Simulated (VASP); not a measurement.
Set up this calculation in VASP 6.6.1, as the native input.

```
Task                               : single point
Functional                         : HSE06
Potentials or basis                : VASP PAW PBE potentials, release 64 (Na_pv, H)
Cutoff                             : 400 eV
k mesh                             : 9 × 9 × 9
Occupations                        : fermi-dirac, width 0.05 eV
Spin                               : no spin polarisation
Dipole correction                  : no
Grid for exact exchange (PRECFOCK) : Normal
Further INCAR settings             : ALGO = Normal; EDIFF = 1e-06; NBANDS = 11
Share of exact exchange            : 0.25
Screening parameter                : 0.2079 1/Å
```

Crystal: NaH.

```
Na H
1.0
     0.00000    2.39638    2.39638
     2.39638    0.00000    2.39638
     2.39638    2.39638    0.00000
Na H
1 1
Direct
  0.00000 0.00000 0.00000
  0.50000 0.50000 0.50000
```

These files were run (other wordings do the same):

POSCAR

```
NaH
1.0
    0.0000000000      2.3963840000      2.3963840000
    2.3963840000      0.0000000000      2.3963840000
    2.3963840000      2.3963840000      0.0000000000
Na H
1 1
Direct
    0.0000000000      0.0000000000      0.0000000000
    0.5000000000      0.5000000000      0.5000000000
```

INCAR.step1

```
SYSTEM = NaH
PREC = Accurate ; ENCUT = 400
EDIFF = 1E-5 ; ISMEAR = -1
SIGMA = 0.05 ; LREAL = .False.
LASPH = .True. ; NELM = 120
ALGO = Normal ; ISIF = 2
LWAVE = .True. ; LCHARG = .False.
NBANDS = 11 ; GGA = PE
GGA_COMPAT = .False.
```

INCAR.step2

```
SYSTEM = NaH
PREC = Accurate ; ENCUT = 400
EDIFF = 1E-6 ; ISMEAR = -1
SIGMA = 0.05 ; LREAL = .False.
LASPH = .True. ; NELM = 120
ALGO = Normal ; ISIF = 2
LWAVE = .False. ; LCHARG = .False.
GGA = PE ; LHFCALC = .True.
HFSCREEN = 0.2079 ; PRECFOCK = Normal
NBANDS = 11 ; ISTART = 1
GGA_COMPAT = .False.
```

KPOINTS

```
regular mesh
0
Gamma
  9 9 9
  0 0 0
```

Potentials or basis: VASP PAW PBE potentials, release 64 (Na_pv, H).

Launch:

```sh
$ cat potpaw_PBE.64/Na_pv/POTCAR potpaw_PBE.64/H/POTCAR > POTCAR
$ cp INCAR.step1 INCAR
$ mpirun -np 1 vasp_std > vasp.out
$ cp INCAR.step2 INCAR
$ mpirun -np 1 vasp_std > vasp.out
```

Results of the run:

The pressure is -0.3 GPa and the band gap on the k mesh is 5.17 eV (least direct gap 5.96 eV).

Caveat: the PAW data sets were made with another functional, which shifts forces and pressure a little; an odd mesh through Γ misses points on the zone boundary, where band edges can lie.

Run time: 62 min on 1 thread of AMD EPYC 7R13 (shared host), peak memory 0.23 GiB.
